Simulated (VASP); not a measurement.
# Ag (Fm-3m) in VASP: notebook, part 2 of 2

VASP 6.6.1. Earlier steps stand in the parts before.

## (4) Single point, revPBE

This run uses another cell than the first one, of 18.07 Å³/atom, 1.039 times its volume.

Input file INCAR:

```
ALGO = Normal
EDIFF = 1E-6
ENCUT = 520
GGA = RE
ISIF = 2
ISMEAR = -1
LASPH = True
LCHARG = False
LREAL = False
LWAVE = False
NBANDS = 12
NELM = 80
PREC = Accurate
SIGMA = 0.05
```

Input file KPOINTS:

```
k-points
0
Gamma
  11 11 11
```

Input file POSCAR:

```
Ag
1.0
    0.0000000000      2.0828140930      2.0828140930
    2.0828140930      0.0000000000      2.0828140930
    2.0828140930      2.0828140930      0.0000000000
Ag
1
Direct
    0.0000000000      0.0000000000      0.0000000000
```

Potentials or basis: VASP PAW PBE potentials, release 64 (Ag).

On the command line:

```
$ cat potpaw_PBE.64/Ag/POTCAR > POTCAR
$ mpirun -np 1 vasp_std > vasp.out
```

OUTCAR:

```text
EDIFF = 1E-6
   ENCUT = 520
   GGA = RE
   ISIF = 2
   ISMEAR = -1
   LASPH = True
   LREAL = False
   NELM = 80
   PREC = Accurate

 ion  position               nearest neighbor table
   1  0.000  0.000  0.000-

  LATTYP: Found a face centered cubic cell.
 ALAT       =     4.1656281860

  Lattice vectors:

 A1 = (   0.0000000000,   2.0828140930,   2.0828140930)
 A2 = (   2.0828140930,   0.0000000000,   2.0828140930)
 A3 = (   2.0828140930,   2.0828140930,   0.0000000000)

Analysis of symmetry for initial positions (statically):
=====================================================================
 Subroutine PRICEL returns:
 Original cell was already a primitive cell.

 Routine SETGRP: Setting up the symmetry group for a
 face centered cubic supercell.

 Subroutine GETGRP returns: Found 48 space group operations
 (whereof 48 operations were pure point group operations)
 out of a pool of 48 trial point group operations.

The static configuration has the point symmetry O_h .

Analysis of symmetry for dynamics (positions and initial velocities):
=====================================================================
 Subroutine PRICEL returns:
 Original cell was already a primitive cell.

 Routine SETGRP: Setting up the symmetry group for a
 face centered cubic supercell.

 Subroutine GETGRP returns: Found 48 space group operations
 (whereof 48 operations were pure point group operations)
 out of a pool of 48 trial point group operations.

The dynamic configuration has the point symmetry O_h .

 Subroutine INISYM returns: Found 48 space group operations
 (whereof 48 operations are pure point group operations),
 and found     1 'primitive' translations

----------------------------------------------------------------------------------------

                                     Primitive cell

  volume of cell :      18.0710

  direct lattice vectors                    reciprocal lattice vectors
     0.000000000  2.082814093  2.082814093    -0.240059831  0.240059831  0.240059831
     2.082814093  0.000000000  2.082814093     0.240059831 -0.240059831  0.240059831
     2.082814093  2.082814093  0.000000000     0.240059831  0.240059831 -0.240059831

  length of vectors
     2.945543938  2.945543938  2.945543938     0.415795825  0.415795825  0.415795825

  position of ions in fractional coordinates (direct lattice)
     0.000000000  0.000000000  0.000000000

  ion indices of the primitive-cell ions
   primitive index   ion index
                 1           1

----------------------------------------------------------------------------------------

 KPOINTS: k-points

Automatic generation of k-mesh.
 Grid dimensions read from file:
 generate k-points for:   11   11   11

 Generating k-lattice:

  Cartesian coordinates                     Fractional coordinates (reciprocal lattice)
    -0.021823621  0.021823621  0.021823621     0.090909091  0.000000000  0.000000000
     0.021823621 -0.021823621  0.021823621     0.000000000  0.090909091  0.000000000
     0.021823621  0.021823621 -0.021823621     0.000000000  0.000000000  0.090909091

  Length of vectors
     0.037799620  0.037799620  0.037799620

  Shift w.r.t. Gamma in fractional coordinates (k-lattice)
     0.000000000  0.000000000  0.000000000

 Subroutine IBZKPT returns following result:
 ===========================================

 Found     56 irreducible k-points:

 Following reciprocal coordinates:
            Coordinates               Weight
  0.000000  0.000000  0.000000      1.000000
  0.090909  0.000000  0.000000      8.000000
  0.181818  0.000000  0.000000      8.000000
  0.272727  0.000000  0.000000      8.000000
  0.363636  0.000000  0.000000      8.000000
  0.454545  0.000000  0.000000      8.000000
[... 16 lines left out ...]
 -0.272727  0.181818  0.000000     24.000000
 -0.181818  0.181818  0.000000     12.000000
 [... further k-points ...]
   k-points           NKPTS =     56   k-points in BZ     NKDIM =     56   number of bands    NBANDS=     12
   number of dos      NEDOS =    301   number of ions     NIONS =      1
   total plane-waves  NPLWV =  13824
   dimension x,y,z NGX =    24 NGY =   24 NGZ =   24
   dimension x,y,z NGXF=    48 NGYF=   48 NGZF=   48
   ions per type =               1
   NGX,Y,Z   is equivalent  to a cutoff of  13.55, 13.55, 13.55 a.u.
   NGXF,Y,Z  is equivalent  to a cutoff of  27.09, 27.09, 27.09 a.u.
 SYSTEM =  unknown system
   PREC   = accura    normal or accurate (medium, high low for compatibility)
   ISTART =      0    job   : 0-new  1-cont  2-samecut
   ICHARG =      2    charge: 1-file 2-atom 10-const
   ISPIN  =      1    spin polarized calculation?
   LNONCOLLINEAR =      F non collinear calculations
   LSORBIT =      F    spin-orbit coupling
   LASPH  =      T    aspherical Exc in radial PAW
   ENCUT  =  520.0 eV  38.22 Ry    6.18 a.u.   5.48  5.48  5.48*2*pi/ulx,y,z
   NELM   =     80;   NELMIN=  2; NELMDL= -5     # of ELM steps
   EDIFF  = 0.1E-05   stopping-criterion for ELM
   LREAL  =      F    real-space projection
   EDIFFG = 0.1E-04   stopping-criterion for IOM
   NSW    =      0    number of steps for IOM
   IBRION =     -1    ionic relax: 0-MD 1-quasi-New 2-CG
   NFREE  =      0    steps in history (QN), initial steepest desc. (CG)
   ISIF   =      2    stress and relaxation
   ISYM   =      2    0-nonsym 1-usesym 2-fastsym
   POTIM  = 0.5000    time-step for ionic-motion
   TEBEG  =    0.0;   TEEND  =   0.0 temperature during run
   PSTRESS=    0.0 pullay stress
   NELECT =      11.0000    total number of electrons
   NUPDOWN=      -1.0000    fix difference up-down
   EMIN   =  10.00;   EMAX   =-10.00  energy-range for DOS
   EFERMI =   0.00;   METHOD = LEGACY
   ISMEAR =    -1;   SIGMA  =   0.05  broadening in eV -4-tet -1-fermi 0-gaus
   EFERMI_NEDOS =   21; number of points for ismear=-14 and -15
   IALGO  =     38    algorithm
   IMIX   =      4    mixing-type and parameters
     AMIX     =   0.40;   BMIX     =  1.00
     AMIX_MAG =   1.60;   BMIX_MAG =  1.00
  volume/ion in A,a.u.               =      18.07       121.95
  Fermi-wavevector in a.u.,A,eV,Ry     =   1.387433  2.621867 26.190795  1.924969
  Thomas-Fermi vector in A             =   2.511654
   LORBIT       =      0    0 simple, 1 ext, 2 COOP (PROOUT), +10 PAW based schemes
   GGA     = RE    functional components
   LHFCALC =     F    Hartree Fock is set to
   AEXX    =    0.0000 exact exchange contribution
   IVDW    =     0    specifies the selected vdW correction
   LEPSILON=     F    determine dielectric tensor
   LRPA    =     F    only Hartree local field effects (RPA)
 non-spin polarized calculation
  energy-cutoff  :      520.00
  volume of cell :       18.07
 maximum number of plane-waves:       531
 NGX is ok and might be reduce to    24
   NGX = 11   NGY = 11   NGZ = 11

 number of electron      11.0000000 magnetization

 Free energy of the ion-electron system (eV)
  ---------------------------------------------------
  ext. energy  EPLUGINS =         0.00000000
  ---------------------------------------------------
  free energy    TOTEN  =        -2.29694250 eV

  energy without entropy =       -2.29307408  energy(sigma->0) =       -2.29500829

 E-fermi :   8.0373     XC(G=0): -11.7672

 val. band max:        7.6783353589   @ k =   0.4545   0.2727   0.0000
 cond. band min:       8.0514506493   @ k =  -0.2727   0.2727   0.0000
 fundamental gap:      0.3731152904
 Fermi energy:         8.0373010977

 k-point     1 :       0.0000    0.0000    0.0000
  band No.  band energies     occupation
      1       0.4262      2.00000
      2       3.1301      2.00000
      3       3.1301      2.00000
      4       3.1301      2.00000
      5       4.0570      2.00000
      6       4.0570      2.00000
      7      23.6280      0.00000
      8      26.8943      0.00000
      9      26.8943      0.00000
     10      26.8943      0.00000
     11      31.5109      0.00000
     12      32.3385      0.00000

 k-point     2 :       0.0909    0.0000    0.0000
  band No.  band energies     occupation
      1       0.6697      2.00000
      2       3.0824      2.00000
      3       3.1920      2.00000
      4       3.1920      2.00000
      5       4.0361      2.00000
      6       4.0361      2.00000
      7      23.5050      0.00000
      8      25.1431      0.00000
      9      26.9426      0.00000
     10      26.9426      0.00000
     11      31.0258      0.00000
     12      32.1035      0.00000
[... 316 lines left out ...]
 k-point    24 :      -0.1818    0.1818    0.0000
  band No.  band energies     occupation
      1       2.3432      2.00000
      2       2.7772      2.00000
      3       3.3403      2.00000
      4       3.6844      2.00000
      5       3.7129      2.00000
      6       5.1440      2.00000
      7      19.2671      0.00000
      8      19.6255      0.00000
      9      25.9491      0.00000
     10      27.7791      0.00000
     11      28.1064      0.00000
     12      31.4900      0.00000

 [... further k-points ...]
[... 5 lines left out ...]
  --------------------------------------------------------------------------------------
  -------------------------------------------------------------------------------------
  Total        0.1579621      0.1579621      0.1579621      0.0000000     -0.0000000      0.0000000
  in kB       14.0049622     14.0049622     14.0049622      0.0000000     -0.0000000      0.0000000
  external PRESSURE =      14.0049622 kB  Pullay stress =       0.0000000 kB

 VOLUME and BASIS-vectors are now :
 -----------------------------------------------------------------------------
  energy-cutoff  :      520.00
  volume of cell :       18.07
      direct lattice vectors                 reciprocal lattice vectors
     0.000000000  2.082814093  2.082814093    -0.240059831  0.240059831  0.240059831
     2.082814093  0.000000000  2.082814093     0.240059831 -0.240059831  0.240059831
     2.082814093  2.082814093  0.000000000     0.240059831  0.240059831 -0.240059831

 POSITION                                       TOTAL-FORCE (eV/Angst)
 -----------------------------------------------------------------------------------
      0.00000      0.00000      0.00000         0.000000      0.000000      0.000000
 -----------------------------------------------------------------------------------
    total drift:                               -0.000000     -0.000000     -0.000000

  FREE ENERGIE OF THE ION-ELECTRON SYSTEM (eV)
  ---------------------------------------------------
  free  energy   TOTEN  =        -2.2969425012 eV

  energy  without entropy=       -2.2930740818  energy(sigma->0) =       -2.29500829
```

stdout:

```text
POSCAR found type information on POSCAR Ag
 POSCAR found :  1 types and       1 ions
 scaLAPACK will be used
 -----------------------------------------------------------------------------
|                                                                             |
|                                                                             |
|     You enforced a specific xc type in the INCAR file but a different       |
|     I HOPE YOU KNOW WHAT YOU ARE DOING!                                     |
|                                                                             |
 -----------------------------------------------------------------------------

 LDA part: xc-table for (Slater+PW92), standard interpolation
 POSCAR, INCAR and KPOINTS ok, starting setup
 FFT: planning ... GRIDC
 FFT: planning ... GRID_SOFT
 FFT: planning ... GRID
 WAVECAR not read
 entering main loop
```

Run time: 8.9 s. Hardware: 1 thread of AMD EPYC 7R13 (Zen 3), shared host; peak memory 0.11 GiB.

Results:

```yaml
Free_energy: -2.2969 eV
Pressure: 1.4 GPa
```

Caveat: the PAW data sets were made with another functional, which shifts forces and pressure a little.

## (5) Single point, BLYP+D3(BJ)

Input file INCAR:

```
SYSTEM = Ag
PREC = Accurate ; ENCUT = 520
EDIFF = 1E-6 ; ISMEAR = -1
SIGMA = 0.05 ; LREAL = .FALSE.
LASPH = .TRUE. ; NELM = 80
ALGO = Normal ; ISIF = 2
LWAVE = .FALSE. ; LCHARG = .FALSE.
GGA = B5 ; ALDAX = 1.0
AGGAX = 1.0 ; AGGAC = 1.0
ALDAC = 0.0 ; IVDW = 12
VDW_S6 = 1.0 ; VDW_S8 = 2.6996
VDW_A1 = 0.4298 ; VDW_A2 = 4.2359
NBANDS = 12
```

Input file KPOINTS:

```
Automatic mesh
0
G
  11 11 11
  0 0 0
```

Input file POSCAR:

```
Ag
1.0
    0.0000000000      2.0562785400      2.0562785400
    2.0562785400      0.0000000000      2.0562785400
    2.0562785400      2.0562785400      0.0000000000
Ag
1
Direct
    0.0000000000      0.0000000000      0.0000000000
```

Potentials or basis: VASP PAW PBE potentials, release 64 (Ag).

On the command line:

```
$ cat potpaw_PBE.64/Ag/POTCAR > POTCAR
$ mpirun -np 1 vasp_std > vasp.out
```

OUTCAR:

```text
SYSTEM = Ag
   PREC = Accurate
   ENCUT = 520
   EDIFF = 1E-6
   ISMEAR = -1
   LREAL = .FALSE.
   LASPH = .TRUE.
   NELM = 80
   ISIF = 2
   GGA = B5
   IVDW = 12
 IVDW          = 12

 ion  position               nearest neighbor table
   1  0.000  0.000  0.000-

  LATTYP: Found a face centered cubic cell.
 ALAT       =     4.1125570800

  Lattice vectors:

 A1 = (   0.0000000000,   2.0562785400,   2.0562785400)
 A2 = (   2.0562785400,   0.0000000000,   2.0562785400)
 A3 = (   2.0562785400,   2.0562785400,   0.0000000000)

Analysis of symmetry for initial positions (statically):
=====================================================================
 Subroutine PRICEL returns:
 Original cell was already a primitive cell.

 Routine SETGRP: Setting up the symmetry group for a
 face centered cubic supercell.

 Subroutine GETGRP returns: Found 48 space group operations
 (whereof 48 operations were pure point group operations)
 out of a pool of 48 trial point group operations.

The static configuration has the point symmetry O_h .

Analysis of symmetry for dynamics (positions and initial velocities):
[... 167 lines left out ...]
      2       3.8518      2.00000
      3       3.8518      2.00000
      4       3.8518      2.00000
      5       4.8465      2.00000
      6       4.8465      2.00000
      7      24.9332      0.00000
      8      28.1598      0.00000
      9      28.1598      0.00000
     10      28.1598      0.00000
     11      33.4754      0.00000
     12      34.0284      0.00000
[... 331 lines left out ...]
 k-point    24 :      -0.1818    0.1818    0.0000
  band No.  band energies     occupation
      1       3.0712      2.00000
      2       3.4851      2.00000
      3       4.0894      2.00000
      4       4.4473      2.00000
      5       4.4772      2.00000
      6       6.0113      2.00000
      7      20.5224      0.00000
      8      20.9538      0.00000
      9      27.3479      0.00000
     10      29.1360      0.00000
     11      29.5295      0.00000
     12      32.9136      0.00000

 [... further k-points ...]

------------------------ aborting loop because EDIFF is reached ----------------------------------------

 Edisp (eV)   -1.31744

 E8    (eV) :    -0.9694

  FORCE on cell =-STRESS in cart. coord.  units (eV):
  Direction    XX          YY          ZZ          XY          YZ          ZX
  --------------------------------------------------------------------------------------
  -------------------------------------------------------------------------------------
  Total      -0.30462    -0.30462    -0.30462    -0.00000    -0.00000     0.00000
  in kB     -28.06697   -28.06697   -28.06697    -0.00000    -0.00000     0.00000
  external pressure =      -28.07 kB  Pullay stress =        0.00 kB

 VOLUME and BASIS-vectors are now :
 -----------------------------------------------------------------------------
  energy-cutoff  :      520.00
  volume of cell :       17.39
      direct lattice vectors                 reciprocal lattice vectors
     0.000000000  2.056278540  2.056278540    -0.243157719  0.243157719  0.243157719
     2.056278540  0.000000000  2.056278540     0.243157719 -0.243157719  0.243157719
     2.056278540  2.056278540  0.000000000     0.243157719  0.243157719 -0.243157719

 POSITION                                       TOTAL-FORCE (eV/Angst)
 -----------------------------------------------------------------------------------
      0.00000      0.00000      0.00000         0.000000      0.000000      0.000000
 -----------------------------------------------------------------------------------
    total drift:                               -0.000000     -0.000000      0.000000

  FREE ENERGIE OF THE ION-ELECTRON SYSTEM (eV)
  ---------------------------------------------------
  free  energy   TOTEN  =        -3.3602440561 eV

  energy  without entropy=       -3.3564336386  energy(sigma->0) =       -3.35833885
```

OSZICAR:

```text
N       E                     dE             d eps       ncg     rms          rms(c)
DAV:   1     0.535000146359E+02    0.53500E+02   -0.55118E+03  1376   0.830E+02
DAV:   2    -0.144169559380E+01   -0.54942E+02   -0.52247E+02  1556   0.194E+02
DAV:   3    -0.230319154297E+01   -0.86150E+00   -0.86028E+00  1592   0.256E+01
DAV:   4    -0.230608263063E+01   -0.28911E-02   -0.28910E-02  1544   0.153E+00
DAV:   5    -0.230610778444E+01   -0.25154E-04   -0.25153E-04  1644   0.131E-01    0.480E+00
DAV:   6    -0.205444672683E+01    0.25166E+00   -0.98714E-01  1472   0.888E+00    0.291E+00
DAV:   7    -0.204605238147E+01    0.83943E-02   -0.91498E-03  1560   0.943E-01    0.165E+00
DAV:   8    -0.204278916539E+01    0.32632E-02   -0.70333E-04  1544   0.237E-01    0.822E-02
DAV:   9    -0.204279678250E+01   -0.76171E-05   -0.74112E-06  1596   0.225E-02    0.218E-02
DAV:  10    -0.204280080153E+01   -0.40190E-05   -0.43770E-06  1516   0.205E-02    0.311E-03
DAV:  11    -0.204280061012E+01    0.19141E-06   -0.36450E-08   844   0.150E-03
   1 F= -.33602441E+01 E0= -.33583388E+01  d E =-.381042E-02
```

stdout:

```text
POSCAR found type information on POSCAR Ag
 POSCAR found :  1 types and       1 ions
 scaLAPACK will be used
 -----------------------------------------------------------------------------
|                                                                             |
|                                                                             |
|     You enforced a specific xc type in the INCAR file but a different       |
|     I HOPE YOU KNOW WHAT YOU ARE DOING!                                     |
|                                                                             |
 -----------------------------------------------------------------------------

 LDA part: xc-table for (Slater(with rela. corr.)+VWN5), standard interpolation
 POSCAR, INCAR and KPOINTS ok, starting setup
 FFT: planning ... GRIDC
 FFT: planning ... GRID_SOFT
 FFT: planning ... GRID
 WAVECAR not read
 entering main loop
```

It took 13 s on 1 thread of AMD EPYC 7R13 (Zen 3), shared host; peak memory 0.12 GiB.

What came out:

```
Free energy                : -3.3602 eV
Pressure                   : -2.8 GPa
Dispersion energy per atom : -1.317 eV
```

Levels at points of the mesh, in eV from the Fermi level:
```csv
k point,band 3,band 4,band 5,band 6,band 7,band 8,band 9,band 10
"(0.00, 0.00, 0.00)",-5.16,-5.16,-4.17,-4.17,15.92,19.15,19.15,19.15
```

Caveat: the PAW data sets were made with another functional, which shifts forces and pressure a little; pairwise dispersion overbinds metals, which lowers pressure and volume.

## (6) Summary

| level | cell | gap on the mesh (eV) | pressure (GPa) |
| --- | --- | --- | --- |
| revPBE | a = 2.908 Å, angles 60.0°, 1 atom | none | 5.0 |
| revPBE | a = 2.927 Å, angles 60.0°, 1 atom | none | 3.1 |
| revPBE | a = 2.946 Å, angles 60.0°, 1 atom | none | 1.4 |
| BLYP+D3(BJ) | a = 2.908 Å, angles 60.0°, 1 atom | none | -2.8 |

Alike in all rows: task single point; potentials or basis VASP PAW PBE potentials, release 64 (Ag); no spin polarisation; k mesh 11 × 11 × 11; cutoff (eV) 520; smearing fermi-dirac 0.05 eV.

Caveats: the PAW data sets were made with another functional, which shifts forces and pressure a little; pairwise dispersion overbinds metals, which lowers pressure and volume (some runs).

Total energies depend on the potentials used, so only differences within one code and one set of settings carry meaning.
